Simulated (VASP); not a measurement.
## TaTe: single point with PBE

TaTe:

```xyz
2
Lattice="0.0000 2.8479 2.8479 2.8479 0.0000 2.8479 2.8479 2.8479 0.0000" Properties=species:S:1:pos:R:3 pbc="T T T"
Ta    2.8479    2.8479    2.8479
Te    0.0000    0.0000    0.0000
```

```
Program                : VASP 6.6.1
Task                   : single point
Functional             : PBE
Potentials or basis    : VASP PAW PBE potentials, release 64 (Ta_pv, Te)
Cutoff                 : 520 eV
k mesh                 : 10 × 10 × 10
Occupations            : tetrahedron
Spin                   : collinear spin
Starting moments       : [2.0, 0.0] μB
Dipole correction      : no
Further INCAR settings : ALGO = Normal; EDIFF = 1e-06; NBANDS = 20
```

```yaml
Pressure: 0.5 GPa
Net_moment: 0.05 μB per cell
Site_moments: Ta +0.03; Te +0.00 μB
Valence_electrons_inside_the_program's_atomic_spheres: Ta 8.76; Te 3.49
```

Levels at points of the mesh, in eV from the Fermi level:
Spin up:
```
           k point  band 6  band 7  band 8  band 9  band 10  band 11  band 12  band 13
(0.00, 0.00, 0.00)   -1.80   -1.80   -1.49   -1.49    -1.49    -1.03    -1.03     1.96
(0.50, 0.00, 0.00)   -4.84   -4.84    0.34    0.34     0.46     1.88     4.52     4.52
(0.50, 0.50, 0.00)   -3.58   -3.58   -3.04   -0.48    -0.17     1.06     1.06     2.65
```
Spin down:
```tsv
k point	band 5	band 6	band 7	band 8	band 9	band 10	band 11	band 12	band 13	band 14
(0.00, 0.00, 0.00)	-1.79	-1.79	-1.79	-1.46	-1.46	-1.46	-1.00	-1.00	1.98	6.01
(0.50, 0.00, 0.00)	-7.79	-4.83	-4.83	0.37	0.37	0.49	1.89	4.54	4.54	5.29
(0.50, 0.50, 0.00)	-6.05	-3.57	-3.57	-3.02	-0.46	-0.14	1.09	1.09	2.67	8.94
```

It took 120 s on 1 thread of AMD EPYC 9R45 96-Core Processor (Zen 5) (shared host), peak memory 0.2 GiB.

Caveat: spin-orbit coupling is left out, which moves the levels of the heavy elements.
